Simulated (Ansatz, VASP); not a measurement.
## Two plane-wave programs on BaTe

File INCAR:

```
PREC = Accurate
ENCUT = 520
EDIFF = 1E-6
ISMEAR = 0
SIGMA = 0.05
LREAL = False
LASPH = True
NELM = 80
ALGO = Normal
ISIF = 2
LWAVE = False
LCHARG = False
GGA = PE
NBANDS = 15
```

File KPOINTS:

```
regular mesh
0
Gamma
  6 6 6
```

The input POSCAR:

```
BaTe
1.0
    4.1559043500      0.0000000000      0.0000000000
    0.0000000000      4.1559043500      0.0000000000
    0.0000000000      0.0000000000      4.2624660000
Ba Te
1 1
Direct
    0.0000000000      0.0000000000      0.0000000000
    0.5000000000      0.5000000000      0.5000000000
```

Input for Ansatz:

```yaml
crystal:
  lattice:
    - [4.15590435, 0.0, 0.0]
    - [0.0, 4.15590435, 0.0]
    - [0.0, 0.0, 4.262466]
  atoms:
    - { symbol: Ba, position: [0.0, 0.0, 0.0] }
    - { symbol: Te, position: [0.5, 0.5, 0.5] }
basis:
  ecutwfc: 420
kpoints:
  mp_grid: { grid: [6, 6, 6] }
hamiltonian:
  xc: pbe
scf:
  occupations: { method: gaussian, width: 0.05 }
output:
  forces: true
  stress: true
  eigenvalues: true
```

Change from the starting cell: strain -0.025 along x and y, +0.000 along z, atoms carried along.

Alike in both runs: task single point; functional PBE; k mesh 6 × 6 × 6; occupations gaussian, width 0.05 eV; no spin polarisation.

|  | VASP | Ansatz |
| --- | --- | --- |
| version | VASP 6.6.1 | Ansatz 0.2.0 |
| potentials or method | VASP PAW PBE potentials, release 64 (Ba_sv, Te), cutoff 520 eV | scalar-relativistic, plane waves, PAW |
| valence electrons in the cell | 16 | 26 |

Ansatz gave:

* gap on the k mesh at the Fermi level (eV): 0.68
* least direct gap on the mesh (eV): 0.94
* pressure (GPa): 1.3
* traceless stress, the component that is largest in VASP (GPa): -1.26

**Question.** Estimate VASP's values.

**Answer.** gap on the k mesh at the Fermi level (eV): 0.57; least direct gap on the mesh (eV): 0.83; pressure (GPa): 1.9; traceless stress, the component that is largest in VASP (GPa): -1.26.

VASP's potentials hold 16 valence electrons a cell and Ansatz's 26, so a difference there can come from the potentials and not from the codes.

Spin-orbit coupling is off throughout.
